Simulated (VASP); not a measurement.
# Pt (Fm-3m) in VASP: notebook

The runs below take Pt through single point, with r2SCAN.

Everything below comes from runs of VASP 6.6.1. Logs are shortened: lines on timing, memory, paths and dates and some standing lists are left out, and cuts for length are marked.

## 1. The cell of the first run

Symmetry: Fm-3m, No. 225, cubic system. Conventional cell: a = 3.909 Å, b = 3.909 Å, c = 3.909 Å, α = 90.00°, β = 90.00°, γ = 90.00°. Within 3.6 Å of Pt (site symmetry m-3m) lie 12 Pt at 2.76 Å.

## 2. Single point, r2SCAN

Input file POSCAR:

```
Pt
1.0
    0.0000000000      1.9542839837      1.9542839837
    1.9542839837      0.0000000000      1.9542839837
    1.9542839837      1.9542839837      0.0000000000
Pt
1
Direct
    0.0000000000      0.0000000000      0.0000000000
```

Input file INCAR.step1:

```
PREC = Accurate
ENCUT = 520
ISMEAR = -1
SIGMA = 0.05
LREAL = False
LASPH = True
NELM = 60
NBANDS = 11
GGA = PE
ALGO = Normal
EDIFF = 1E-4
LWAVE = True
LCHARG = False
```

Input file INCAR.step2:

```
PREC = Accurate
ENCUT = 520
EDIFF = 1E-6
ISMEAR = -1
SIGMA = 0.05
LREAL = False
LASPH = True
NELM = 60
ALGO = Normal
ISIF = 2
LWAVE = False
LCHARG = True
METAGGA = R2SCAN
LMIXTAU = True
LELF = True
LVHAR = True
NBANDS = 11
ISTART = 1
```

Input file KPOINTS:

```
regular mesh
0
Gamma
  24 24 24
```

Potentials or basis: VASP PAW PBE potentials, release 64 (Pt).

On the command line:

```
$ cat potpaw_PBE.64/Pt/POTCAR > POTCAR
$ cp INCAR.step1 INCAR
$ mpirun -np 1 vasp_std > vasp.out
$ cp INCAR.step2 INCAR
$ mpirun -np 1 vasp_std > vasp.out
```

OUTCAR:

```text
PREC = Accurate
   ENCUT = 520
   EDIFF = 1E-6
   ISMEAR = -1
   LREAL = False
   LASPH = True
   NELM = 60
   ISIF = 2
   METAGGA = R2SCAN
   ISTART = 1

 ion  position               nearest neighbor table
   1  0.000  0.000  0.000-

  LATTYP: Found a face centered cubic cell.
 ALAT       =     3.9085679674

  Lattice vectors:

 A1 = (   0.0000000000,   1.9542839837,   1.9542839837)
 A2 = (   1.9542839837,   0.0000000000,   1.9542839837)
 A3 = (   1.9542839837,   1.9542839837,   0.0000000000)

Analysis of symmetry for initial positions (statically):
=====================================================================
 Subroutine PRICEL returns:
 Original cell was already a primitive cell.

 Routine SETGRP: Setting up the symmetry group for a
 face centered cubic supercell.

 Subroutine GETGRP returns: Found 48 space group operations
 (whereof 48 operations were pure point group operations)
 out of a pool of 48 trial point group operations.

The static configuration has the point symmetry O_h .

Analysis of symmetry for dynamics (positions and initial velocities):
=====================================================================
 Subroutine PRICEL returns:
 Original cell was already a primitive cell.

 Routine SETGRP: Setting up the symmetry group for a
 face centered cubic supercell.

 Subroutine GETGRP returns: Found 48 space group operations
 (whereof 48 operations were pure point group operations)
 out of a pool of 48 trial point group operations.

The dynamic configuration has the point symmetry O_h .

 Subroutine INISYM returns: Found 48 space group operations
 (whereof 48 operations are pure point group operations),
 and found     1 'primitive' translations

----------------------------------------------------------------------------------------

                                     Primitive cell

  volume of cell :      14.9277

  direct lattice vectors                    reciprocal lattice vectors
     0.000000000  1.954283984  1.954283984    -0.255848180  0.255848180  0.255848180
     1.954283984  0.000000000  1.954283984     0.255848180 -0.255848180  0.255848180
     1.954283984  1.954283984  0.000000000     0.255848180  0.255848180 -0.255848180

  length of vectors
     2.763774914  2.763774914  2.763774914     0.443142046  0.443142046  0.443142046

  position of ions in fractional coordinates (direct lattice)
     0.000000000  0.000000000  0.000000000

  ion indices of the primitive-cell ions
   primitive index   ion index
                 1           1

----------------------------------------------------------------------------------------

 KPOINTS: regular mesh

Automatic generation of k-mesh.
 Grid dimensions read from file:
 generate k-points for:   24   24   24

 Generating k-lattice:

  Cartesian coordinates                     Fractional coordinates (reciprocal lattice)
    -0.010660341  0.010660341  0.010660341     0.041666667  0.000000000  0.000000000
     0.010660341 -0.010660341  0.010660341     0.000000000  0.041666667  0.000000000
     0.010660341  0.010660341 -0.010660341     0.000000000  0.000000000  0.041666667

  Length of vectors
     0.018464252  0.018464252  0.018464252

  Shift w.r.t. Gamma in fractional coordinates (k-lattice)
     0.000000000  0.000000000  0.000000000

 Subroutine IBZKPT returns following result:
 ===========================================

 Found    413 irreducible k-points:

 Following reciprocal coordinates:
            Coordinates               Weight
  0.000000  0.000000  0.000000      1.000000
  0.041667  0.000000  0.000000      8.000000
  0.083333  0.000000  0.000000      8.000000
  0.125000  0.000000  0.000000      8.000000
  0.166667  0.000000  0.000000      8.000000
  0.208333  0.000000  0.000000      8.000000
[... 16 lines left out ...]
  0.416667  0.041667  0.000000     24.000000
  0.458333  0.041667  0.000000     24.000000
 [... further k-points ...]
   k-points           NKPTS =    413   k-points in BZ     NKDIM =    413   number of bands    NBANDS=     11
   number of dos      NEDOS =    301   number of ions     NIONS =      1
   total plane-waves  NPLWV =  13824
   dimension x,y,z NGX =    24 NGY =   24 NGZ =   24
   dimension x,y,z NGXF=    48 NGYF=   48 NGZF=   48
   ions per type =               1
   NGX,Y,Z   is equivalent  to a cutoff of  14.44, 14.44, 14.44 a.u.
   NGXF,Y,Z  is equivalent  to a cutoff of  28.87, 28.87, 28.87 a.u.
 SYSTEM =  unknown system
   PREC   = accura    normal or accurate (medium, high low for compatibility)
   ISTART =      1    job   : 0-new  1-cont  2-samecut
   ICHARG =      0    charge: 1-file 2-atom 10-const
   ISPIN  =      1    spin polarized calculation?
   LNONCOLLINEAR =      F non collinear calculations
   LSORBIT =      F    spin-orbit coupling
   LASPH  =      T    aspherical Exc in radial PAW
   ENCUT  =  520.0 eV  38.22 Ry    6.18 a.u.   5.14  5.14  5.14*2*pi/ulx,y,z
   NELM   =     60;   NELMIN=  2; NELMDL=  0     # of ELM steps
   EDIFF  = 0.1E-05   stopping-criterion for ELM
   LREAL  =      F    real-space projection
   EDIFFG = 0.1E-04   stopping-criterion for IOM
   NSW    =      0    number of steps for IOM
   IBRION =     -1    ionic relax: 0-MD 1-quasi-New 2-CG
   NFREE  =      0    steps in history (QN), initial steepest desc. (CG)
   ISIF   =      2    stress and relaxation
   ISYM   =      2    0-nonsym 1-usesym 2-fastsym
   POTIM  = 0.5000    time-step for ionic-motion
   TEBEG  =    0.0;   TEEND  =   0.0 temperature during run
   PSTRESS=    0.0 pullay stress
   NELECT =      10.0000    total number of electrons
   NUPDOWN=      -1.0000    fix difference up-down
   EMIN   =  10.00;   EMAX   =-10.00  energy-range for DOS
   EFERMI =   0.00;   METHOD = LEGACY
   ISMEAR =    -1;   SIGMA  =   0.05  broadening in eV -4-tet -1-fermi 0-gaus
   EFERMI_NEDOS =   21; number of points for ismear=-14 and -15
   IALGO  =     38    algorithm
   IMIX   =      4    mixing-type and parameters
     AMIX     =   0.40;   BMIX     =  1.00
     AMIX_MAG =   1.60;   BMIX_MAG =  1.00
  volume/ion in A,a.u.               =      14.93       100.74
  Fermi-wavevector in a.u.,A,eV,Ry     =   1.432442  2.706924 27.917674  2.051891
  Thomas-Fermi vector in A             =   2.552069
   LORBIT       =      0    0 simple, 1 ext, 2 COOP (PROOUT), +10 PAW based schemes
   METAGGA = R2SCAN    functional components
   LHFCALC =     F    Hartree Fock is set to
   AEXX    =    0.0000 exact exchange contribution
   IVDW    =     0    specifies the selected vdW correction
   LEPSILON=     F    determine dielectric tensor
   LRPA    =     F    only Hartree local field effects (RPA)
 non-spin polarized calculation
  energy-cutoff  :      520.00
  volume of cell :       14.93
 maximum number of plane-waves:       419
 NGX is ok and might be reduce to    24
   NGX = 11   NGY = 11   NGZ = 11

 number of electron       9.9999999 magnetization

 Free energy of the ion-electron system (eV)
  ---------------------------------------------------
  ext. energy  EPLUGINS =         0.00000000
  ---------------------------------------------------
  free energy    TOTEN  =       -51.49835986 eV

  energy without entropy =      -51.48305355  energy(sigma->0) =      -51.49070670

 E-fermi :  11.2011     XC(G=0): -14.7082

 val. band max:       11.1992456898   @ k =   0.4167   0.2083   0.0000
 cond. band min:      11.2057843214   @ k =  -0.3333   0.3750   0.1250
 fundamental gap:      0.0065386316
 Fermi energy:        11.2011090139

 k-point     1 :       0.0000    0.0000    0.0000
  band No.  band energies     occupation
      1       0.5961      2.00000
      2       7.2303      2.00000
      3       7.2303      2.00000
      4       7.2303      2.00000
      5       9.4340      2.00000
      6       9.4340      2.00000
      7      26.6650      0.00000
      8      31.8984      0.00000
      9      31.8984      0.00000
     10      31.8984      0.00000
     11      37.8132      0.00000

 k-point     2 :       0.0417    0.0000    0.0000
  band No.  band energies     occupation
      1       0.6701      2.00000
      2       7.1965      2.00000
      3       7.2603      2.00000
      4       7.2603      2.00000
      5       9.4169      2.00000
      6       9.4169      2.00000
      7      26.7808      0.00000
      8      31.5011      0.00000
      9      32.0113      0.00000
     10      32.0113      0.00000
     11      38.2568      0.00000

 k-point     3 :       0.0833    0.0000    0.0000
  band No.  band energies     occupation
      1       0.8884      2.00000
      2       7.1034      2.00000
      3       7.3441      2.00000
      4       7.3441      2.00000
      5       9.3740      2.00000
      6       9.3740      2.00000
      7      27.1110      0.00000
      8      30.5571      0.00000
      9      32.3441      0.00000
     10      32.3441      0.00000
     11      39.1657      0.00000

 k-point     4 :       0.1250    0.0000    0.0000
  band No.  band energies     occupation
      1       1.2385      2.00000
      2       6.9756      2.00000
      3       7.4608      2.00000
      4       7.4608      2.00000
      5       9.3306      2.00000
      6       9.3306      2.00000
      7      27.5977      0.00000
      8      29.3879      0.00000
      9      32.8791      0.00000
     10      32.8791      0.00000
     11      38.9481      0.00000
[... 239 lines left out ...]
 k-point    22 :       0.3750    0.0417    0.0000
  band No.  band energies     occupation
      1       3.5335      2.00000
      2       7.2789      2.00000
      3       7.3979      2.00000
      4       8.2199      2.00000
      5      10.5653      1.99999
      6      10.7428      1.99979
      7      21.1307      0.00000
      8      27.2775      0.00000
      9      32.3493      0.00000
     10      33.3091      0.00000
     11      38.5439      0.00000

 k-point    23 :       0.4167    0.0417    0.0000
  band No.  band energies     occupation
      1       3.5822      2.00000
      2       7.1774      2.00000
      3       7.2967      2.00000
      4       9.0629      2.00000
      5      11.0192      1.94871
      6      11.0473      1.91183
      7      19.5602      0.00000
      8      26.8465      0.00000
      9      31.6755      0.00000
     10      32.3174      0.00000
     11      39.5966      0.00000

 k-point    24 :       0.4583    0.0417    0.0000
  band No.  band energies     occupation
      1       3.5873      2.00000
      2       7.1093      2.00000
      3       7.2216      2.00000
      4       9.7948      2.00000
      5      11.1971      1.03964
      6      11.5364      0.00245
      7      18.2423      0.00000
      8      26.5606      0.00000
      9      31.2559      0.00000
     10      31.5664      0.00000
     11      40.3649      0.00000

 [... further k-points ...]

------------------------ aborting loop because EDIFF is reached ----------------------------------------

  FORCE on cell =-STRESS in cart. coord.  units (eV):
  Direction    XX          YY          ZZ          XY          YZ          ZX
  --------------------------------------------------------------------------------------
  -------------------------------------------------------------------------------------
  Total        0.7331431      0.7331431      0.7331431      0.0000000      0.0000000      0.0000000
  in kB       78.6876082     78.6876082     78.6876082      0.0000000      0.0000000      0.0000000
  external PRESSURE =      78.6876082 kB  Pullay stress =       0.0000000 kB

 VOLUME and BASIS-vectors are now :
 -----------------------------------------------------------------------------
  energy-cutoff  :      520.00
  volume of cell :       14.93
      direct lattice vectors                 reciprocal lattice vectors
     0.000000000  1.954283984  1.954283984    -0.255848180  0.255848180  0.255848180
     1.954283984  0.000000000  1.954283984     0.255848180 -0.255848180  0.255848180
     1.954283984  1.954283984  0.000000000     0.255848180  0.255848180 -0.255848180

 POSITION                                       TOTAL-FORCE (eV/Angst)
 -----------------------------------------------------------------------------------
      0.00000      0.00000      0.00000         0.000000      0.000000      0.000000
 -----------------------------------------------------------------------------------
    total drift:                               -0.000000      0.000000     -0.000000

  FREE ENERGIE OF THE ION-ELECTRON SYSTEM (eV)
  ---------------------------------------------------
  free  energy   TOTEN  =       -51.4983598554 eV

  energy  without entropy=      -51.4830535489  energy(sigma->0) =      -51.49070670
```

Wall time 74 s (1 thread of Intel Xeon 6975P-C (Granite Rapids), shared host); peak memory 0.2 GiB.

Results:

* Free energy: -51.4984 eV
* Pressure: 7.9 GPa
* Band gap on the k mesh: zero (bands 5 and 6 overlap by 2.42 eV)

Levels at points of the mesh, in eV from the Fermi level:
```csv
k point,band 1,band 2,band 3,band 4,band 5,band 6,band 7,band 8,band 9,band 10
"(0.00, 0.00, 0.00)",-10.61,-3.97,-3.97,-3.97,-1.77,-1.77,15.46,20.70,20.70,20.70
"(0.50, 0.00, 0.00)",-7.68,-4.07,-4.07,-0.33,0.04,0.04,6.26,15.11,20.05,20.05
"(0.50, 0.50, 0.00)",-7.41,-6.97,-0.04,0.55,0.55,1.94,9.48,12.07,12.07,21.44
```

Caveat: the cell stands under pressure; the PAW data sets were made with another functional, which shifts forces and pressure a little; spin-orbit coupling is left out, which moves the levels of the heavy elements.

## 3. Single point, r2SCAN

This run uses another cell than the first one, of 15.08 Å³/atom.

Input file POSCAR:

```
Pt
1.0
    0.0000000000      1.9608448995      1.9608448995
    1.9608448995      0.0000000000      1.9608448995
    1.9608448995      1.9608448995      0.0000000000
Pt
1
Direct
    0.0000000000      0.0000000000      0.0000000000
```

Input file INCAR.step1:

```
PREC     = Accurate       # precision mode
ENCUT    = 520            # plane-wave cutoff, eV
ISMEAR   = -1             # smearing method
SIGMA    = 0.05           # smearing width, eV
LREAL    = F              # projectors in reciprocal space
LASPH    = T              # aspherical terms in the spheres
NELM     = 80             # most SCF steps
NBANDS   = 11             # bands
GGA      = PE             # functional
ALGO     = Normal         # electronic algorithm
EDIFF    = 1E-4           # SCF threshold, eV
LWAVE    = T              # write WAVECAR
LCHARG   = F              # write CHGCAR
```

Input file INCAR.step2:

```
PREC     = Accurate       # precision mode
ENCUT    = 520            # plane-wave cutoff, eV
EDIFF    = 1E-6           # SCF threshold, eV
ISMEAR   = -1             # smearing method
SIGMA    = 0.05           # smearing width, eV
LREAL    = F              # projectors in reciprocal space
LASPH    = T              # aspherical terms in the spheres
NELM     = 80             # most SCF steps
ALGO     = Normal         # electronic algorithm
ISIF     = 2              # what is computed and relaxed
LWAVE    = F              # write WAVECAR
LCHARG   = F              # write CHGCAR
METAGGA  = R2SCAN         # meta-GGA
LMIXTAU  = T            
NBANDS   = 11             # bands
ISTART   = 1
```

KPOINTS is that of step 2.

Potentials or basis: VASP PAW PBE potentials, release 64 (Pt).

On the command line:

```
$ cat potpaw_PBE.64/Pt/POTCAR > POTCAR
$ cp INCAR.step1 INCAR
$ mpirun -np 1 vasp_std > vasp.out
$ cp INCAR.step2 INCAR
$ mpirun -np 1 vasp_std > vasp.out
```

Wall time 74 s (1 thread of Intel Xeon 6975P-C (Granite Rapids), shared host); peak memory 0.2 GiB.

It converged, with:

| Quantity | Value |
| --- | --- |
| Free energy | -51.5044 eV |
| Pressure | 4.8 GPa |
| Band gap on the k mesh | zero (bands 5 and 6 overlap by 2.38 eV) |

Levels at points of the mesh, in eV from the Fermi level:
```tsv
k point	band 1	band 2	band 3	band 4	band 5	band 6	band 7	band 8	band 9	band 10
(0.00, 0.00, 0.00)	-10.49	-3.91	-3.91	-3.91	-1.74	-1.74	15.49	20.67	20.67	20.67
(0.50, 0.00, 0.00)	-7.57	-4.00	-4.00	-0.29	0.04	0.04	6.17	15.14	19.98	19.98
(0.50, 0.50, 0.00)	-7.29	-6.85	-0.05	0.54	0.54	1.96	9.36	12.04	12.04	21.31
```

Caveat: the cell stands under pressure; the PAW data sets were made with another functional, which shifts forces and pressure a little; spin-orbit coupling is left out, which moves the levels of the heavy elements.

(Continued in part 2 of 2.)
